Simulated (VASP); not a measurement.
## Cu6HCCl6: single point with PBE

Cu6HCCl6, a slab with vacuum:

```
CELL_PARAMETERS angstrom
7.66864 0.00000 0.00000
0.00000 9.20568 0.00000
0.00000 0.00000 18.53436
ATOMIC_POSITIONS crystal
Cu 0.25001 0.65397 0.11368
Cu 0.00000 0.98729 0.05395
Cu 0.46379 0.26443 0.17662
Cu 0.98627 0.73039 0.40491
Cu 0.23480 0.90057 0.23108
Cu 0.27499 0.47956 0.33343
Cu 0.75000 0.65397 0.11368
Cu 0.50000 0.98729 0.05395
Cu 0.13870 0.25471 0.15485
Cu 0.55831 0.61860 0.27960
Cu 0.73098 0.92197 0.24676
Cu 0.73592 0.38937 0.30362
Cl 0.25001 0.91237 0.11368
Cl 0.00000 0.24571 0.05395
Cl 0.48786 0.56297 0.16719
Cl 0.99971 0.87186 0.29858
Cl 0.24729 0.29894 0.26236
Cl 0.26032 0.65140 0.40541
Cl 0.75000 0.91237 0.11368
Cl 0.50000 0.24571 0.05395
Cl 0.99561 0.53223 0.12832
Cl 0.48065 0.86132 0.29185
Cl 0.71850 0.19899 0.24166
Cl 0.75440 0.57581 0.37015
C 0.96360 0.78606 0.51120
C 0.82884 0.81878 0.47825
H 0.07529 0.76937 0.54363
H 0.69859 0.85557 0.46295
```

```yaml
Program: VASP 6.6.1
Task: single point
Functional: PBE
Potentials_or_basis: VASP PAW PBE potentials, release 64 (Cu, Cl, C, H)
Cutoff: 520 eV
k_mesh: 1 × 1 × 1
Occupations: fermi-dirac, width 0.02 eV
Spin: no spin polarisation
Dipole_correction: no
Further_INCAR_settings: LREAL = Auto; ALGO = Normal; EDIFF = 1e-07; NBANDS = 133
```

```
Largest force : 1.567 eV/Å
```

Forces on the atoms (eV/Å):
```
Cu  -0.515  0.153  0.396
Cu  -0.123  0.993  0.521
Cu   0.215 -0.022 -0.602
Cu   0.282  0.168  0.146
Cu  -0.110 -0.036  0.156
Cu   0.060 -0.041 -0.442
Cu  -0.005  0.230  0.498
Cu   0.126  0.968  0.561
Cu  -0.136  0.297 -0.140
Cu   0.119  0.085  0.182
Cu   0.542  0.162 -0.244
Cu  -0.052  0.011 -0.022
Cl   0.029 -0.467 -0.882
Cl   0.114 -1.491 -0.469
Cl   0.407 -0.061 -0.440
Cl  -0.478  0.319 -0.146
Cl  -0.062 -0.554  0.187
Cl   0.325  0.016  0.565
Cl  -0.083 -0.634 -0.356
Cl  -0.150 -0.667  0.260
Cl   0.166  0.804 -0.129
Cl  -0.015  0.139  0.389
Cl  -0.031 -0.300 -0.225
Cl  -0.381 -0.398 -0.060
C   -0.438  0.161 -0.585
C   -0.674  0.375  0.054
H    0.386 -0.083  0.556
H    0.481 -0.129  0.271
```

Levels at points of the mesh, in eV from the Fermi level:
```
           k point  band 109  band 110  band 111  band 112  band 113  band 114  band 115  band 116  band 117  band 118
(0.00, 0.00, 0.00)     -0.94     -0.84     -0.76     -0.59     -0.50      0.73      1.54      2.07      2.12      2.37
```

It took 11 min on 1 thread of Intel(R) Xeon(R) Platinum 8259CL CPU @ 2.50GHz (Skylake/Cascade Lake), on a shared host, peak memory 1.1 GiB.

Caveat: the k points lie up to 0.82 Å⁻¹ apart, too coarse for converged energies, forces and pressures; there is no dipole correction, which matters where the two faces differ.
